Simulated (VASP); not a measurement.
The system is GaN.

```
CELL_PARAMETERS angstrom
0.00000 2.26842 2.26842
2.26842 0.00000 2.26842
2.26842 2.26842 0.00000
ATOMIC_POSITIONS crystal
Ga 0.00000 0.00000 0.00000
N 0.25000 0.25000 0.25000
```

Base run:

* Program: VASP 6.6.1
* Functional: r2SCAN
* Dispersion: rVV10
* Potentials or basis: VASP PAW PBE potentials, release 64 (Ga_d, N)
* Cutoff: 520 eV
* k mesh: 10 × 10 × 10
* Occupations: fermi-dirac, width 0.05 eV
* Spin: no spin polarisation

Its results: band gap on the k mesh 1.95 eV; pressure -4.9 GPa.

Problem. The run is repeated on the same cell with these changes: dispersion from rVV10 to D4. What comes out?

Solution. Band gap on the k mesh 1.99 eV; pressure -5.7 GPa.

Caveats: the cell stands under tension; the PAW data sets were made with another functional, which shifts forces and pressure a little.

